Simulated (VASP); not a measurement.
Runs of VASP 6.6.1 on MgO. The structure is that of space group Pm-3m (No. 221), or close to it. The cells are those of the table. 

| task | level | cell | k mesh | cutoff (eV) | smearing | grid for exact exchange (PRECFOCK) | share of exact exchange | gap on the mesh (eV) | pressure (GPa) | relaxed volume (Å³/atom) |
| --- | --- | --- | --- | --- | --- | --- | --- | --- | --- | --- |
| single point | r2SCAN | a = 2.623 Å, 2 atoms | 8 × 8 × 8 | 520 | fermi-dirac 0.02 eV | - | - | (a) | -1.2 | - |
| single point | PBE0 | a = 2.623 Å, 2 atoms | 6 × 6 × 6 | 520 | gaussian 0.01 eV | Normal | 0.25 | 4.90 | -1.1 | - |
| relaxation of cell and atoms | PBEsol | relaxed from a = 2.660 Å, 2 atoms | 8 × 8 × 8 | 600 | fermi-dirac 0.02 eV | - | - | 2.51 | 0.0 | 9.08 |
| relaxation of cell and atoms | r2SCAN | relaxed from a = 2.660 Å, 2 atoms | 8 × 8 × 8 | 600 | fermi-dirac 0.02 eV | - | - | (c) | -0.1 | (b) |
| single point | HF | a = 2.623 Å, 2 atoms | 6 × 6 × 6 | 520 | gaussian 0.01 eV | Normal | 1 | 12.75 | -4.1 | - |

Alike in all rows: potentials or basis VASP PAW PBE potentials, release 64 (Mg, O); no spin polarisation.

Q: Fill in the values left out.

A: (a) 3.45; (b) 8.95; (c) 3.53.

Caveats: the PAW data sets were made with another functional, which shifts forces and pressure a little; the cell stands under tension (at least some runs).

A k mesh can miss the band edges.
